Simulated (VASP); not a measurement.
Runs of VASP 6.6.1 on TlBr. It takes space group Pm-3m (No. 221, cubic). Conventional cell: a = 3.995 Å, b = 3.995 Å, c = 3.995 Å, α = 90.00°, β = 90.00°, γ = 90.00°. Within 4.5 Å of Tl (site symmetry m-3m) lie 8 Br at 3.46 Å and 6 Tl at 3.99 Å. Within 4.5 Å of Br (site symmetry m-3m) lie 8 Tl at 3.46 Å and 6 Br at 3.99 Å. 

```csv
level,potentials or basis,k mesh,cutoff (eV),gap on the mesh (eV),pressure (GPa)
r2SCAN,"VASP PAW PBE potentials, release 64 (Tl_d, Br)",4 × 4 × 4,550,(b),(a)
PBE,"VASP PAW PBE potentials, release 64 (Tl_d, Br)",6 × 6 × 6,500,1.89,0.9
PBE,"VASP PAW PBE potentials, release 64 (Tl_d, Br)",4 × 4 × 4,500,1.88,1.0
LDA,"VASP PAW LDA potentials, release 64 (Tl_d, Br)",4 × 4 × 4,500,1.67,-2.8
```

Alike in all rows: task single point; no spin polarisation; cell as given; smearing gaussian 0.01 eV.

Task: Fill in the values left out.

Result: (a) 0.1; (b) 2.33.

Caveats: spin-orbit coupling is left out, which moves the levels of the heavy elements; the PAW data sets were made with another functional, which shifts forces and pressure a little (some runs).

A k mesh can miss the band edges, and the runs leave out spin-orbit coupling on Br, Tl.
